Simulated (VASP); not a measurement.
# Mn (I4/mmm) in VASP: single point with LDA

Aim: the single point of Mn with LDA.

All numbers are computed with VASP 6.6.1; they aren't measurements. Logs are shortened: lines on timing, memory, paths and dates and some standing lists are left out, and cuts for length are marked.

### 1 The cell of the first run

The typed cell holds 2 atoms: a = 2.425 Å, b = 2.425 Å, c = 3.428 Å, α = 90.00°, β = 90.00°, γ = 90.00°.

This isn't the form of Mn at room conditions, which is a 58-atom cubic cell.

### 2 Single point, LDA, collinear spin, antiferromagnetic start

INCAR reads:

```
  PREC = Accurate
  ENCUT = 520
  EDIFF = 1E-6
  ISMEAR = -1
  SIGMA = 0.05
  LREAL = False
  LASPH = True
  NELM = 150
  ALGO = Normal
  ISIF = 2
  LWAVE = False
  LCHARG = False
  ISPIN = 2
  MAGMOM = 2.5 -2.5
  LORBIT = 11
  LMAXMIX = 4
  NBANDS = 24
```

KPOINTS reads:

```
Automatic mesh
0
Gamma
  20 20 15
```

POSCAR reads:

```
Mn
1.0
    2.4249300987      0.0000000000      0.0000000000
    0.0000000000      2.4249300987      0.0000000000
    0.0000000000      0.0000000000      3.4283091395
Mn
2
Direct
    0.0000000000      0.0000000000      0.0000000000
    0.5000000000      0.5000000000      0.5000000000
```

Potentials or basis: VASP PAW LDA potentials, release 64 (Mn_pv).

The run is started by

```sh
cat potpaw_LDA.64/Mn_pv/POTCAR > POTCAR
mpirun -np 1 vasp_std > vasp.out
```

OUTCAR:

```text
PREC = Accurate
   ENCUT = 520
   EDIFF = 1E-6
   ISMEAR = -1
   LREAL = False
   LASPH = True
   NELM = 150
   ISIF = 2
   ISPIN = 2
   LORBIT = 11

 ion  position               nearest neighbor table
   1  0.000  0.000  0.000-   2 2.42   2 2.42   2 2.42   2 2.42   2 2.42   2 2.42   2 2.42   2 2.42

   2  0.500  0.500  0.500-   1 2.42   1 2.42   1 2.42   1 2.42   1 2.42   1 2.42   1 2.42   1 2.42

  LATTYP: Found a simple tetragonal cell.
 ALAT       =     2.4249300987
 C/A-ratio  =     1.4137764801

  Lattice vectors:

 A1 = (   2.4249300987,   0.0000000000,   0.0000000000)
 A2 = (   0.0000000000,   2.4249300987,   0.0000000000)
 A3 = (   0.0000000000,   0.0000000000,   3.4283091395)

Analysis of symmetry for initial positions (statically):
=====================================================================
 Subroutine PRICEL returns following result:

  LATTYP: Found a body centered tetragonal cell.
 ALAT       =     2.4249300987
 C/A-ratio  =     1.4137764801

  Lattice vectors:

 A1 = (  -1.2124650493,  -1.2124650494,  -1.7141545698)
 A2 = (   1.2124650493,   1.2124650494,  -1.7141545698)
 A3 = (   1.2124650493,  -1.2124650493,   1.7141545698)

   2 primitive cells build up your supercell.

 Routine SETGRP: Setting up the symmetry group for a
 simple tetragonal supercell.

 Subroutine GETGRP returns: Found 16 space group operations
 (whereof 16 operations were pure point group operations)
 out of a pool of 16 trial point group operations.

The static configuration has the point symmetry D_4h.

Analysis of symmetry for dynamics (positions and initial velocities):
=====================================================================
 Subroutine PRICEL returns following result:

  LATTYP: Found a body centered tetragonal cell.
 ALAT       =     2.4249300987
 C/A-ratio  =     1.4137764801

  Lattice vectors:

 A1 = (  -1.2124650493,  -1.2124650494,  -1.7141545698)
 A2 = (   1.2124650493,   1.2124650494,  -1.7141545698)
 A3 = (   1.2124650493,  -1.2124650493,   1.7141545698)

   2 primitive cells build up your supercell.

 Routine SETGRP: Setting up the symmetry group for a
 simple tetragonal supercell.

 Subroutine GETGRP returns: Found 16 space group operations
 (whereof 16 operations were pure point group operations)
 out of a pool of 16 trial point group operations.

The dynamic configuration has the point symmetry D_4h.

Analysis of structural, dynamic, and magnetic symmetry:
=====================================================================
 Subroutine PRICEL returns following result:

  LATTYP: Found a body centered tetragonal cell.
 ALAT       =     2.4249300987
 C/A-ratio  =     1.4137764801

  Lattice vectors:

 A1 = (  -1.2124650493,  -1.2124650494,  -1.7141545698)
 A2 = (   1.2124650493,   1.2124650494,  -1.7141545698)
 A3 = (   1.2124650493,  -1.2124650493,   1.7141545698)

   2 primitive cells build up your supercell.

 Routine SETGRP: Setting up the symmetry group for a
 simple tetragonal supercell.

 Subroutine GETGRP returns: Found 16 space group operations
 (whereof 16 operations were pure point group operations)
 out of a pool of 16 trial point group operations.

The overall configuration has the point symmetry D_4h.

 Subroutine INISYM returns: Found 16 space group operations
 (whereof 16 operations are pure point group operations),
 and found     2 'primitive' translations

----------------------------------------------------------------------------------------

                                     Primitive cell

  volume of cell :      10.0797

  direct lattice vectors                    reciprocal lattice vectors
    -1.212465049 -1.212465049 -1.714154570     0.000000000 -0.412383021 -0.291688981
     1.212465049  1.212465049 -1.714154570     0.412383021  0.000000000 -0.291688981
     1.212465049 -1.212465049  1.714154570     0.412383021 -0.412383021  0.000000000

  length of vectors
     2.424555399  2.424555399  2.424555399     0.505116044  0.505116044  0.583197661

  position of ions in fractional coordinates (direct lattice)
     0.000000000  0.000000000  0.000000000

  ion indices of the primitive-cell ions
   primitive index   ion index
                 1           1

----------------------------------------------------------------------------------------

 KPOINTS: Automatic mesh

Automatic generation of k-mesh.
 Grid dimensions read from file:
 generate k-points for:   20   20   15

 Generating k-lattice:

  Cartesian coordinates                     Fractional coordinates (reciprocal lattice)
     0.020619151  0.000000000  0.000000000     0.050000000  0.000000000  0.000000000
     0.000000000  0.020619151  0.000000000     0.000000000  0.050000000  0.000000000
     0.000000000  0.000000000  0.019445932     0.000000000  0.000000000  0.066666667

  Length of vectors
     0.020619151  0.020619151  0.019445932

  Shift w.r.t. Gamma in fractional coordinates (k-lattice)
     0.000000000  0.000000000  0.000000000

 Subroutine IBZKPT returns following result:
 ===========================================

 Found    528 irreducible k-points:

 Following reciprocal coordinates:
            Coordinates               Weight
  0.000000  0.000000  0.000000      1.000000
  0.050000  0.000000  0.000000      4.000000
  0.100000  0.000000  0.000000      4.000000
  0.150000  0.000000  0.000000      4.000000
  0.200000  0.000000  0.000000      4.000000
  0.250000  0.000000  0.000000      4.000000
[... 16 lines left out ...]
  0.150000  0.100000  0.000000      8.000000
  0.200000  0.100000  0.000000      8.000000
 [... further k-points ...]
   k-points           NKPTS =    528   k-points in BZ     NKDIM =    528   number of bands    NBANDS=     24
   number of dos      NEDOS =    301   number of ions     NIONS =      2
   total plane-waves  NPLWV =   9072
   dimension x,y,z NGX =    18 NGY =   18 NGZ =   28
   dimension x,y,z NGXF=    36 NGYF=   36 NGZF=   56
   ions per type =               2
   NGX,Y,Z   is equivalent  to a cutoff of  12.34, 12.34, 13.58 a.u.
   NGXF,Y,Z  is equivalent  to a cutoff of  24.68, 24.68, 27.16 a.u.
 SYSTEM =  unknown system
   PREC   = accura    normal or accurate (medium, high low for compatibility)
   ISTART =      0    job   : 0-new  1-cont  2-samecut
   ICHARG =      2    charge: 1-file 2-atom 10-const
   ISPIN  =      2    spin polarized calculation?
   LNONCOLLINEAR =      F non collinear calculations
   LSORBIT =      F    spin-orbit coupling
   LASPH  =      T    aspherical Exc in radial PAW
   ENCUT  =  520.0 eV  38.22 Ry    6.18 a.u.   4.51  4.51  6.37*2*pi/ulx,y,z
   NELM   =    150;   NELMIN=  2; NELMDL= -5     # of ELM steps
   EDIFF  = 0.1E-05   stopping-criterion for ELM
   LREAL  =      F    real-space projection
   EDIFFG = 0.1E-04   stopping-criterion for IOM
   NSW    =      0    number of steps for IOM
   IBRION =     -1    ionic relax: 0-MD 1-quasi-New 2-CG
   NFREE  =      0    steps in history (QN), initial steepest desc. (CG)
   ISIF   =      2    stress and relaxation
   ISYM   =      2    0-nonsym 1-usesym 2-fastsym
   POTIM  = 0.5000    time-step for ionic-motion
   TEBEG  =    0.0;   TEEND  =   0.0 temperature during run
   PSTRESS=    0.0 pullay stress
   NELECT =      26.0000    total number of electrons
   NUPDOWN=      -1.0000    fix difference up-down
   EMIN   =  10.00;   EMAX   =-10.00  energy-range for DOS
   EFERMI =   0.00;   METHOD = LEGACY
   ISMEAR =    -1;   SIGMA  =   0.05  broadening in eV -4-tet -1-fermi 0-gaus
   EFERMI_NEDOS =   21; number of points for ismear=-14 and -15
   IALGO  =     38    algorithm
   IMIX   =      4    mixing-type and parameters
     AMIX     =   0.40;   BMIX     =  1.00
     AMIX_MAG =   1.60;   BMIX_MAG =  1.00
  volume/ion in A,a.u.               =      10.08        68.02
  Fermi-wavevector in a.u.,A,eV,Ry     =   1.781995  3.367482 43.205383  3.175506
  Thomas-Fermi vector in A             =   2.846473
   LORBIT       =     11    0 simple, 1 ext, 2 COOP (PROOUT), +10 PAW based schemes
   GGA     = CA    functional components
   LHFCALC =     F    Hartree Fock is set to
   AEXX    =    0.0000 exact exchange contribution
   IVDW    =     0    specifies the selected vdW correction
   LEPSILON=     F    determine dielectric tensor
   LRPA    =     F    only Hartree local field effects (RPA)
 spin polarized calculation
  energy-cutoff  :      520.00
  volume of cell :       20.16
 maximum number of plane-waves:       580
   NGX =  9   NGY =  9   NGZ = 13

 number of electron      26.0000047 magnetization       0.0000000

 number of electron      26.0000047 magnetization      -0.0000000

 Free energy of the ion-electron system (eV)
  ---------------------------------------------------
  ext. energy  EPLUGINS =         0.00000000
  ---------------------------------------------------
  free energy    TOTEN  =       -20.23669404 eV

  energy without entropy =      -20.21358544  energy(sigma->0) =      -20.22513974

 E-fermi :  11.2398     XC(G=0): -14.7675

 val. band max:       11.2376795123   @ k =   0.2500   0.2000   0.0000
 cond. band min:      11.2400545546   @ k =   0.2000   0.1500   0.2667
 fundamental gap:      0.0023750423
 Fermi energy:        11.2397556033

 spin component 1

 k-point     1 :       0.0000    0.0000    0.0000
  band No.  band energies     occupation
      1     -36.8250      1.00000
      2     -36.2670      1.00000
      3     -36.2670      1.00000
      4     -35.9278      1.00000
      5     -35.9278      1.00000
      6     -35.9278      1.00000
[... 637 lines left out ...]
     23      34.1795      0.00000
     24      37.1176      0.00000

 [... further k-points ...]

 spin component 2

 k-point     1 :       0.0000    0.0000    0.0000
  band No.  band energies     occupation
      1     -36.8250      1.00000
      2     -36.2670      1.00000
      3     -36.2670      1.00000
      4     -35.9278      1.00000
      5     -35.9278      1.00000
      6     -35.9278      1.00000
[... 637 lines left out ...]
     23      34.1795      0.00000
     24      37.1176      0.00000

 [... further k-points ...]

------------------------ aborting loop because EDIFF is reached ----------------------------------------

  FORCE on cell =-STRESS in cart. coord.  units (eV):
  Direction    XX          YY          ZZ          XY          YZ          ZX
  --------------------------------------------------------------------------------------
  -------------------------------------------------------------------------------------
  Total        0.0517847      0.0517847      0.0541964      0.0000000     -0.0000000      0.0000000
  in kB        4.1156051      4.1156051      4.3072710      0.0000000     -0.0000000      0.0000000
  external PRESSURE =       4.1794937 kB  Pullay stress =       0.0000000 kB

 VOLUME and BASIS-vectors are now :
 -----------------------------------------------------------------------------
  energy-cutoff  :      520.00
  volume of cell :       20.16
      direct lattice vectors                 reciprocal lattice vectors
     2.424930099  0.000000000  0.000000000     0.412383021  0.000000000  0.000000000
     0.000000000  2.424930099  0.000000000     0.000000000  0.412383021  0.000000000
     0.000000000  0.000000000  3.428309140     0.000000000  0.000000000  0.291688981

 POSITION                                       TOTAL-FORCE (eV/Angst)
 -----------------------------------------------------------------------------------
      0.00000      0.00000      0.00000         0.000000      0.000000      0.000000
      1.21247      1.21247      1.71415        -0.000000     -0.000000     -0.000000
 -----------------------------------------------------------------------------------
    total drift:                                0.000000     -0.000000     -0.000000

  FREE ENERGIE OF THE ION-ELECTRON SYSTEM (eV)
  ---------------------------------------------------
  free  energy   TOTEN  =       -20.2366940383 eV

  energy  without entropy=      -20.2135854426  energy(sigma->0) =      -20.22513974

 total charge

# of ion       s       p       d       tot
------------------------------------------
    1        0.453   6.445   5.232  12.130
    2        0.453   6.445   5.232  12.130
--------------------------------------------------
tot          0.907  12.890  10.464  24.261

 magnetization (x)

# of ion       s       p       d       tot
------------------------------------------
    1        0.000   0.000   0.001   0.001
    2       -0.000  -0.000  -0.001  -0.001
--------------------------------------------------
tot          0.000   0.000   0.000   0.000
```

Run time: 14 min. Hardware: 1 thread of Intel Xeon 8259CL, shared host; peak memory 0.42 GiB.

What came out:

```yaml
Free_energy: -20.2367 eV
Pressure: 0.4 GPa
Band_gap_on_the_k_mesh: zero (filled and empty bands overlap)
Net_moment: 0.00 μB per cell
Valence_electrons_inside_the_program's_atomic_spheres: Mn 12.13
```

Levels at points of the mesh, in eV from the Fermi level:
Spin up:
```tsv
k point	band 10	band 11	band 12	band 13	band 14	band 15	band 16	band 17
(0.00, 0.00, 0.00)	-1.26	-1.26	-1.26	0.57	0.57	1.82	2.24	2.24
(0.50, 0.00, 0.00)	-2.38	-2.13	-2.13	-0.29	-0.29	0.55	0.55	3.90
(0.50, 0.50, 0.00)	-4.29	1.82	1.82	2.24	2.24	2.24	2.24	3.86
```
Spin down:
```
           k point  band 11  band 12  band 13  band 14  band 15  band 16
(0.00, 0.00, 0.00)    -1.26    -1.26     0.57     0.57     1.82     2.24
(0.50, 0.00, 0.00)    -2.13    -2.13    -0.29    -0.29     0.55     0.55
(0.50, 0.50, 0.00)     1.82     1.82     2.24     2.24     2.24     2.24
```

Caveat: the moments typed at the start vanished in this run.
